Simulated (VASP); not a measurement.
# Si2Ni (Fm-3m) in VASP: a series of runs

Aim: see how the results for Si2Ni move with the level of theory and the settings. Levels: PBE, PBEsol. Tasks: single point.

All numbers are computed with VASP 6.6.1; they aren't measurements. Logs are shortened: lines on timing, memory, paths and dates and some standing lists are left out, and cuts for length are marked.

**1. The cell of the first run**

Symmetry: Fm-3m, No. 225, cubic system. Conventional cell: a = 5.406 Å, b = 5.406 Å, c = 5.406 Å, α = 90.00°, β = 90.00°, γ = 90.00°. Ni (site symmetry m-3m) has 8 Si at 2.34 Å within 3.1 Å. Si (site symmetry -43m) has 4 Ni at 2.34 Å and 6 Si at 2.70 Å within 3.1 Å.

**2. Single point, PBE, collinear spin, ferromagnetic start**

Contents of INCAR:

```
SYSTEM = Si2Ni
ALGO = Normal ; EDIFF = 1E-6
ENCUT = 690 ; GGA = PE
GGA_COMPAT = .False. ; ISIF = 2
ISMEAR = -1 ; ISPIN = 2
LASPH = .True. ; LCHARG = .True.
LELF = .True. ; LMAXMIX = 4
LORBIT = 11 ; LREAL = .False.
LVHAR = .True. ; LWAVE = .False.
MAGMOM = 0.5 0 0 ; NBANDS = 24
NELM = 200 ; NUPDOWN = 0.5
PREC = Accurate ; SIGMA = 0.05
```

Contents of KPOINTS:

```
k-points
0
Gamma
  7 7 7
  0 0 0
```

Contents of POSCAR:

```
Si2Ni
1.0
    0.0000000000      2.7030000000      2.7030000000
    2.7030000000      0.0000000000      2.7030000000
    2.7030000000      2.7030000000      0.0000000000
Ni Si
1 2
Direct
    0.0000000000      0.0000000000      0.0000000000
    0.7500000000      0.7500000000      0.7500000000
    0.2500000000      0.2500000000      0.2500000000
```

Potentials or basis: VASP PAW PBE potentials, release 64 (Ni_sv_GW, Si).

On the command line:

```console
cat potpaw_PBE.64/Ni_sv_GW/POTCAR potpaw_PBE.64/Si/POTCAR > POTCAR
mpirun -np 1 vasp_std > vasp.out
```

OUTCAR:

```text
SYSTEM = Si2Ni
   EDIFF = 1E-6
   ENCUT = 690
   GGA = PE
   ISIF = 2
   ISMEAR = -1
   ISPIN = 2
   LASPH = .True.
   LORBIT = 11
   LREAL = .False.
   NELM = 200
   NUPDOWN = 0.5
   PREC = Accurate

 ion  position               nearest neighbor table
   1  0.000  0.000  0.000-   2 2.34   2 2.34   3 2.34   3 2.34   2 2.34   2 2.34   3 2.34   3 2.34

   2  0.750  0.750  0.750-   1 2.34   1 2.34   1 2.34   1 2.34   3 2.70   3 2.70   3 2.70   3 2.70
                             3 2.70   3 2.70
   3  0.250  0.250  0.250-   1 2.34   1 2.34   1 2.34   1 2.34   2 2.70   2 2.70   2 2.70   2 2.70
                             2 2.70   2 2.70

  LATTYP: Found a face centered cubic cell.
 ALAT       =     5.4060000000

  Lattice vectors:

 A1 = (   0.0000000000,   2.7030000000,   2.7030000000)
 A2 = (   2.7030000000,   0.0000000000,   2.7030000000)
 A3 = (   2.7030000000,   2.7030000000,   0.0000000000)

Analysis of symmetry for initial positions (statically):
=====================================================================
 Subroutine PRICEL returns:
 Original cell was already a primitive cell.

 Routine SETGRP: Setting up the symmetry group for a
 face centered cubic supercell.

 Subroutine GETGRP returns: Found 48 space group operations
 (whereof 48 operations were pure point group operations)
 out of a pool of 48 trial point group operations.

The static configuration has the point symmetry O_h .

Analysis of symmetry for dynamics (positions and initial velocities):
=====================================================================
 Subroutine PRICEL returns:
 Original cell was already a primitive cell.

 Routine SETGRP: Setting up the symmetry group for a
 face centered cubic supercell.

 Subroutine GETGRP returns: Found 48 space group operations
 (whereof 48 operations were pure point group operations)
 out of a pool of 48 trial point group operations.

The dynamic configuration has the point symmetry O_h .

Analysis of structural, dynamic, and magnetic symmetry:
=====================================================================
 Subroutine PRICEL returns:
 Original cell was already a primitive cell.

 Routine SETGRP: Setting up the symmetry group for a
 face centered cubic supercell.

 Subroutine GETGRP returns: Found 48 space group operations
 (whereof 48 operations were pure point group operations)
 out of a pool of 48 trial point group operations.

The overall configuration has the point symmetry O_h .

 Subroutine INISYM returns: Found 48 space group operations
 (whereof 48 operations are pure point group operations),
 and found     1 'primitive' translations

----------------------------------------------------------------------------------------

                                     Primitive cell

  volume of cell :      39.4974

  direct lattice vectors                    reciprocal lattice vectors
     0.000000000  2.703000000  2.703000000    -0.184979652  0.184979652  0.184979652
     2.703000000  0.000000000  2.703000000     0.184979652 -0.184979652  0.184979652
     2.703000000  2.703000000  0.000000000     0.184979652  0.184979652 -0.184979652

  length of vectors
     3.822619259  3.822619259  3.822619259     0.320394156  0.320394156  0.320394156

  position of ions in fractional coordinates (direct lattice)
     0.000000000  0.000000000  0.000000000
     0.750000000  0.750000000  0.750000000
     0.250000000  0.250000000  0.250000000

  ion indices of the primitive-cell ions
   primitive index   ion index
                 1           1
                 2           2
                 3           3

----------------------------------------------------------------------------------------

 KPOINTS: k-points

Automatic generation of k-mesh.
 Grid dimensions read from file:
 generate k-points for:    7    7    7

 Generating k-lattice:

  Cartesian coordinates                     Fractional coordinates (reciprocal lattice)
    -0.026425665  0.026425665  0.026425665     0.142857143  0.000000000  0.000000000
     0.026425665 -0.026425665  0.026425665     0.000000000  0.142857143  0.000000000
     0.026425665  0.026425665 -0.026425665     0.000000000  0.000000000  0.142857143

  Length of vectors
     0.045770594  0.045770594  0.045770594

  Shift w.r.t. Gamma in fractional coordinates (k-lattice)
     0.000000000  0.000000000  0.000000000

 Subroutine IBZKPT returns following result:
 ===========================================

 Found     20 irreducible k-points:

 Following reciprocal coordinates:
            Coordinates               Weight
  0.000000  0.000000  0.000000      1.000000
  0.142857  0.000000  0.000000      8.000000
  0.285714  0.000000  0.000000      8.000000
  0.428571  0.000000  0.000000      8.000000
  0.142857  0.142857  0.000000      6.000000
  0.285714  0.142857  0.000000     24.000000
[... 12 lines left out ...]
 -0.428571  0.428571  0.142857     24.000000
 -0.285714  0.428571  0.142857     24.000000
   k-points           NKPTS =     20   k-points in BZ     NKDIM =     20   number of bands    NBANDS=     24
   number of dos      NEDOS =    301   number of ions     NIONS =      3
   total plane-waves  NPLWV =  46656
   dimension x,y,z NGX =    36 NGY =   36 NGZ =   36
   dimension x,y,z NGXF=    72 NGYF=   72 NGZF=   72
   ions per type =               1   2
   NGX,Y,Z   is equivalent  to a cutoff of  15.66, 15.66, 15.66 a.u.
   NGXF,Y,Z  is equivalent  to a cutoff of  31.31, 31.31, 31.31 a.u.
 SYSTEM =  Si2Ni
   PREC   = accura    normal or accurate (medium, high low for compatibility)
   ISTART =      0    job   : 0-new  1-cont  2-samecut
   ICHARG =      2    charge: 1-file 2-atom 10-const
   ISPIN  =      2    spin polarized calculation?
   LNONCOLLINEAR =      F non collinear calculations
   LSORBIT =      F    spin-orbit coupling
   LASPH  =      T    aspherical Exc in radial PAW
   ENCUT  =  690.0 eV  50.71 Ry    7.12 a.u.   8.19  8.19  8.19*2*pi/ulx,y,z
   NELM   =    200;   NELMIN=  2; NELMDL= -5     # of ELM steps
   EDIFF  = 0.1E-05   stopping-criterion for ELM
   LREAL  =      F    real-space projection
   EDIFFG = 0.1E-04   stopping-criterion for IOM
   NSW    =      0    number of steps for IOM
   IBRION =     -1    ionic relax: 0-MD 1-quasi-New 2-CG
   NFREE  =      0    steps in history (QN), initial steepest desc. (CG)
   ISIF   =      2    stress and relaxation
   ISYM   =      2    0-nonsym 1-usesym 2-fastsym
   POTIM  = 0.5000    time-step for ionic-motion
   TEBEG  =    0.0;   TEEND  =   0.0 temperature during run
   PSTRESS=    0.0 pullay stress
   NELECT =      26.0000    total number of electrons
   NUPDOWN=       0.5000    fix difference up-down
   EMIN   =  10.00;   EMAX   =-10.00  energy-range for DOS
   EFERMI =   0.00;   METHOD = LEGACY
   ISMEAR =    -1;   SIGMA  =   0.05  broadening in eV -4-tet -1-fermi 0-gaus
   EFERMI_NEDOS =   21; number of points for ismear=-14 and -15
   IALGO  =     38    algorithm
   IMIX   =      4    mixing-type and parameters
     AMIX     =   0.40;   BMIX     =  1.00
     AMIX_MAG =   1.60;   BMIX_MAG =  1.00
  volume/ion in A,a.u.               =      13.17        88.85
  Fermi-wavevector in a.u.,A,eV,Ry     =   1.424109  2.691176 27.593792  2.028086
  Thomas-Fermi vector in A             =   2.544635
   LORBIT       =     11    0 simple, 1 ext, 2 COOP (PROOUT), +10 PAW based schemes
   GGA     = PE    functional components
   LHFCALC =     F    Hartree Fock is set to
   AEXX    =    0.0000 exact exchange contribution
   IVDW    =     0    specifies the selected vdW correction
   LEPSILON=     F    determine dielectric tensor
   LRPA    =     F    only Hartree local field effects (RPA)
 spin polarized calculation
  energy-cutoff  :      690.00
  volume of cell :       39.50
 maximum number of plane-waves:      1641
 NGX is ok and might be reduce to    36
   NGX = 17   NGY = 17   NGZ = 17

 number of electron      25.9999993 magnetization       0.5000000

 Free energy of the ion-electron system (eV)
  ---------------------------------------------------
  ext. energy  EPLUGINS =         0.00000000
  ---------------------------------------------------
  free energy    TOTEN  =       -18.18877304 eV

  energy without entropy =      -18.17862896  energy(sigma->0) =      -18.18370100

 E-fermi :   9.4107     XC(G=0): -11.7582

 val. band max:       10.4215194202   @ k =  -0.4286   0.4286   0.1429
 cond. band min:       9.4419958874   @ k =  -0.2857   0.1429   0.0000
 fundamental gap:     -0.9795235327
 Fermi energy:        10.4585600664

 spin component 1

 k-point     1 :       0.0000    0.0000    0.0000
  band No.  band energies     occupation
      1     -94.7520      1.00000
      2     -55.1444      1.00000
      3     -55.1444      1.00000
      4     -55.1444      1.00000
      5      -3.9112      1.00000
      6       4.7071      1.00000
[... 16 lines left out ...]
     23      19.0938      0.00000
     24      22.8147      0.00000
[... 489 lines left out ...]
      1     -94.7519      1.00000
      2     -55.1452      1.00000
      3     -55.1451      1.00000
      4     -55.1447      1.00000
      5       0.7845      1.00000
      6       0.8573      1.00000
[... 16 lines left out ...]
     23      23.3525      0.00000
     24      26.4750      0.00000
 Fermi energy:         9.4106695018

 spin component 2

 k-point     1 :       0.0000    0.0000    0.0000
  band No.  band energies     occupation
      1     -94.4443      1.00000
      2     -54.8466      1.00000
      3     -54.8466      1.00000
      4     -54.8466      1.00000
      5      -3.7877      1.00000
      6       4.9215      1.00000
[... 16 lines left out ...]
     23      19.2242      0.00000
     24      22.9413      0.00000
[... 490 lines left out ...]
      2     -54.8475      1.00000
      3     -54.8474      1.00000
      4     -54.8470      1.00000
      5       0.9213      1.00000
      6       0.9987      1.00000
[... 16 lines left out ...]
     23      23.5091      0.00000
     24      26.6018      0.00000

------------------------ aborting loop because EDIFF is reached ----------------------------------------

  FORCE on cell =-STRESS in cart. coord.  units (eV):
  Direction    XX          YY          ZZ          XY          YZ          ZX
  --------------------------------------------------------------------------------------
  -------------------------------------------------------------------------------------
  Total        1.0480234      1.0480234      1.0480234      0.0000000      0.0000000     -0.0000000
  in kB       42.5121857     42.5121857     42.5121857      0.0000000      0.0000000     -0.0000000
  external PRESSURE =      42.5121857 kB  Pullay stress =       0.0000000 kB

 VOLUME and BASIS-vectors are now :
 -----------------------------------------------------------------------------
  energy-cutoff  :      690.00
  volume of cell :       39.50
      direct lattice vectors                 reciprocal lattice vectors
     0.000000000  2.703000000  2.703000000    -0.184979652  0.184979652  0.184979652
     2.703000000  0.000000000  2.703000000     0.184979652 -0.184979652  0.184979652
     2.703000000  2.703000000  0.000000000     0.184979652  0.184979652 -0.184979652

 POSITION                                       TOTAL-FORCE (eV/Angst)
 -----------------------------------------------------------------------------------
      0.00000      0.00000      0.00000        -0.000000     -0.000000      0.000000
      4.05450      4.05450      4.05450         0.000000      0.000000      0.000000
      1.35150      1.35150      1.35150        -0.000000     -0.000000     -0.000000
 -----------------------------------------------------------------------------------
    total drift:                               -0.000000      0.000000      0.000000

  FREE ENERGIE OF THE ION-ELECTRON SYSTEM (eV)
  ---------------------------------------------------
  free  energy   TOTEN  =       -18.1887730383 eV

  energy  without entropy=      -18.1786289578  energy(sigma->0) =      -18.18370100

 total charge

# of ion       s       p       d       f       tot
--------------------------------------------------
    1        2.268   6.473   7.855   0.003  16.599
    2        0.746   0.843   0.000   0.000   1.589
    3        0.746   0.843   0.000   0.000   1.589
--------------------------------------------------
tot          3.760   8.159   7.855   0.003  19.778

 magnetization (x)

# of ion       s       p       d       f       tot
--------------------------------------------------
    1        0.000   0.015   0.235   0.000   0.250
    2        0.040   0.026   0.000   0.000   0.065
    3        0.040   0.026   0.000   0.000   0.065
--------------------------------------------------
tot          0.080   0.066   0.235   0.000   0.381
```

Run time: 58 s. Hardware: 1 thread of Intel Xeon 6975P-C (Granite Rapids), shared host; peak memory 0.27 GiB.

Results:

```yaml
Free_energy: -18.1888 eV
Pressure: 4.3 GPa
Net_moment: 0.50 μB per cell
Site_moments: Ni +0.25; Si +0.07 μB
Valence_electrons_inside_the_program's_atomic_spheres: Ni 16.60; Si 1.59
```

Caveat: the cell stands under pressure; the total moment is fixed, so each spin has its own Fermi level and the state may be an excited one.

(Continued in part 2 of 2.)
